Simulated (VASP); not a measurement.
# KCl: single point with LDA

Crystal: KCl.

```
K Cl
1.0
     0.00000    3.03933    3.05453
     3.03933    0.00000    3.05453
     3.03933    3.03933    0.00000
K Cl
1 1
Direct
  0.00000 0.00000 0.00000
  0.50000 0.50000 0.50000
```

This cell differs from its parent crystal: z stretched by +0.5 %, x and y held.

```json
{
 "Program": "VASP 6.6.1",
 "Task": "single point",
 "Functional": "LDA",
 "Potentials or basis": "VASP PAW LDA potentials, release 64 (K_sv, Cl)",
 "Cutoff": "520 eV",
 "k mesh": "6 × 6 × 6",
 "Occupations": "gaussian, width 0.01 eV",
 "Spin": "no spin polarisation"
}
```

The pressure is -0.1 GPa. The band gap on the k mesh is 5.09 eV.

Stress tensor (GPa, compression positive):
```
 0.03  0.00  0.00
 0.00  0.03  0.00
 0.00  0.00 -0.22
```

Levels at points of the mesh, in eV from the valence-band top:
```tsv
k point	band 5	band 6	band 7	band 8	band 9	band 10	band 11	band 12
(0.00, 0.00, 0.00)	-10.32	-0.01	0.00	0.00	5.09	8.08	8.12	8.12
(0.50, 0.00, 0.00)	-10.00	-1.33	-0.44	-0.44	7.47	8.63	10.58	10.59
(0.50, 0.50, 0.00)	-10.41	-0.77	-0.25	-0.25	6.06	8.43	10.21	10.22
(0.50, 0.00, 0.50)	-10.40	-0.76	-0.26	-0.26	6.05	8.43	10.23	10.25
```

It took 9.6 s on 1 thread of Intel(R) Xeon(R) Platinum 8488C (Sapphire Rapids), on a shared host, peak memory 0.16 GiB.

Caveat: the cell differs from its parent crystal (z stretched by +0.5 %, x and y held).
